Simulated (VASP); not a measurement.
A run of VASP 6.6.1:

POSCAR

```
AlN
1.0
    2.1780688272      2.1780688272      0.0000000000
   -2.1780688272      2.1780688272      0.0000000000
    0.0000000000      2.1780688272      2.1780688272
Al N
1 1
Direct
    0.0000000000      0.0000000000      0.0000000000
    0.2500000000      0.7500000000      0.5000000000
```

The input INCAR.step1:

```
SYSTEM = AlN
ALGO     = Normal         ! electronic algorithm
EDIFF    = 1E-4           ! SCF threshold, eV
ENCUT    = 520            ! plane-wave cutoff, eV
GGA      = PE             ! functional
ISMEAR   = 0              ! smearing method
LASPH    = .True.         ! aspherical terms in the spheres
LCHARG   = .False.        ! write CHGCAR
LREAL    = .False.        ! projectors in reciprocal space
LWAVE    = .True.         ! write WAVECAR
NBANDS   = 11             ! bands
NELM     = 80             ! most SCF steps
PREC     = Accurate       ! precision mode
SIGMA    = 0.01           ! smearing width, eV
```

The input INCAR.step2:

```
SYSTEM = AlN
ALGO     = Normal         ! electronic algorithm
EDIFF    = 1E-6           ! SCF threshold, eV
ENCUT    = 520            ! plane-wave cutoff, eV
ISIF     = 2              ! what is computed and relaxed
ISMEAR   = 0              ! smearing method
ISTART   = 1            
LASPH    = .True.         ! aspherical terms in the spheres
LCHARG   = .False.        ! write CHGCAR
LMIXTAU  = .True.       
LREAL    = .False.        ! projectors in reciprocal space
LWAVE    = .False.        ! write WAVECAR
METAGGA  = R2SCAN         ! meta-GGA
NBANDS   = 11             ! bands
NELM     = 80             ! most SCF steps
PREC     = Accurate       ! precision mode
SIGMA    = 0.01           ! smearing width, eV
```

File KPOINTS:

```
k-points
0
Gamma
  10 10 10
  0 0 0
```

Potentials or basis: VASP PAW PBE potentials, release 64 (Al, N).

The run is started by

```console
$ cat potpaw_PBE.64/Al/POTCAR potpaw_PBE.64/N/POTCAR > POTCAR
$ cp INCAR.step1 INCAR
$ mpirun -np 1 vasp_std > vasp.out
$ cp INCAR.step2 INCAR
$ mpirun -np 1 vasp_std > vasp.out
```

Hardware: 1 thread of AMD EPYC 7R13, with other jobs on the host.

Estimate the wall time of this run.

Wall time 110 s on 1 thread of AMD EPYC 7R13 (shared host), peak memory 0.11 GiB. Counts: k points 47.
